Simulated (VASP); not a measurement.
Input of a VASP 6.6.1 run:

Contents of POSCAR:

```
CdTe
1.0
    0.0000000000      3.3455542185      3.3455542185
    3.3455542185      0.0000000000      3.3455542185
    3.3455542185      3.3455542185      0.0000000000
Cd Te
1 1
Direct
    0.0000000000      0.0000000000      0.0000000000
    0.2500000000      0.2500000000      0.2500000000
```

INCAR.step1

```
  ALGO = Normal
  EDIFF = 1E-5
  ENCUT = 520
  GGA = PE
  ISIF = 2
  ISMEAR = 0
  LASPH = True
  LCHARG = False
  LREAL = False
  LWAVE = True
  NBANDS = 16
  NELM = 60
  PREC = Accurate
  SIGMA = 0.01
```

Contents of INCAR.step2:

```
  ALGO = Normal
  EDIFF = 1E-6
  ENCUT = 520
  GGA = PE
  HFSCREEN = 0.2079
  ISIF = 2
  ISMEAR = 0
  ISTART = 1
  LASPH = True
  LCHARG = False
  LHFCALC = True
  LREAL = False
  LWAVE = False
  NBANDS = 16
  NELM = 60
  PREC = Accurate
  PRECFOCK = Normal
  SIGMA = 0.01
```

Contents of KPOINTS:

```
k-points
0
Gamma
  4 4 4
```

Potentials or basis: VASP PAW PBE potentials, release 64 (Cd, Te).

Launch:

```sh
$ cat potpaw_PBE.64/Cd/POTCAR potpaw_PBE.64/Te/POTCAR > POTCAR
$ cp INCAR.step1 INCAR
$ mpirun -np 1 vasp_std > vasp.out
$ cp INCAR.step2 INCAR
$ mpirun -np 1 vasp_std > vasp.out
```

What does it give for the band gap on the k mesh?

1.25 eV.

What does it give for the pressure?

-1.9 GPa.

Caveat: the cell differs from its parent crystal (strain +2.0%); the PAW data sets were made with another functional, which shifts forces and pressure a little; spin-orbit coupling is left out, which moves the levels of the heavy elements.
